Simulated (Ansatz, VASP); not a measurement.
## Two plane-wave programs on In4Sb3As

The input INCAR:

```
ALGO = Normal ; EDIFF = 1E-7
ENCUT = 520 ; GGA = PE
ISIF = 2 ; ISMEAR = -1
LASPH = True ; LCHARG = False
LREAL = False ; LWAVE = False
NBANDS = 46 ; NELM = 100
PREC = Accurate ; SIGMA = 0.02
```

Contents of KPOINTS:

```
k-points
0
Gamma
  4 4 2
```

The input POSCAR:

```
In4Sb3As
1.0
    4.5746725639      0.0000000000      0.0000000000
    0.0000000000      4.5746725639      0.0000000000
    0.0000000000      0.0000000000     12.8854655526
As In Sb
1 4 3
Direct
    0.0000000000      0.0000000000      0.0000000000
    0.0000000000      0.5000000000      0.8873660036
    0.5000000000      0.0000000000      0.6293167863
    0.0000000000      0.5000000000      0.3706832137
    0.5000000000      0.0000000000      0.1126339964
    0.5000000000      0.5000000000      0.7582327341
    0.0000000000      0.0000000000      0.5000000000
    0.5000000000      0.5000000000      0.2417672659
```

Input for Ansatz:

```yaml
crystal:
  lattice:
    - [4.5746725639, 0.0, 0.0]
    - [0.0, 4.5746725639, 0.0]
    - [0.0, 0.0, 12.8854655526]
  atoms:
    - { symbol: As, position: [0.0, 0.0, 0.0] }
    - { symbol: In, position: [0.0, 0.5, 0.8873660036] }
    - { symbol: Sb, position: [0.5, 0.5, 0.7582327341] }
    - { symbol: In, position: [0.5, 0.0, 0.6293167863] }
    - { symbol: Sb, position: [0.0, 0.0, 0.5] }
    - { symbol: In, position: [0.0, 0.5, 0.3706832137] }
    - { symbol: Sb, position: [0.5, 0.5, 0.2417672659] }
    - { symbol: In, position: [0.5, 0.0, 0.1126339964] }
kpoints:
  mp_grid: { grid: [4, 4, 2] }
hamiltonian:
  xc: pbe
scf:
  occupations: { method: fermi_dirac, width: 0.02 }
  n_extra_bands: 6
output:
  forces: true
  stress: true
  eigenvalues: true
```

Alike in both runs: task single point; functional PBE; k mesh 4 × 4 × 2; occupations fermi-dirac, width 0.02 eV; no spin polarisation.

```csv
,VASP,Ansatz
version,VASP 6.6.1,Ansatz 0.2.0
potentials or method,"VASP PAW PBE potentials, release 64 (As, In_d, Sb)","plane waves, PAW"
plane-wave cutoff (eV),520,420
valence electrons in the cell,72,112
```

VASP gave:

- pressure (GPa): 1.4
- rms of the force components (eV/Å): 0.007

Question: What did Ansatz give for the same quantities?

Answer: Pressure (GPa): 1.4; rms of the force components (eV/Å): 0.009.

With one functional, cell and mesh, what is left measures potentials, basis and numerics. VASP's potentials hold 72 valence electrons a cell and Ansatz's 112, so a difference there can come from the potentials and not from the codes.

Spin-orbit coupling is off throughout.
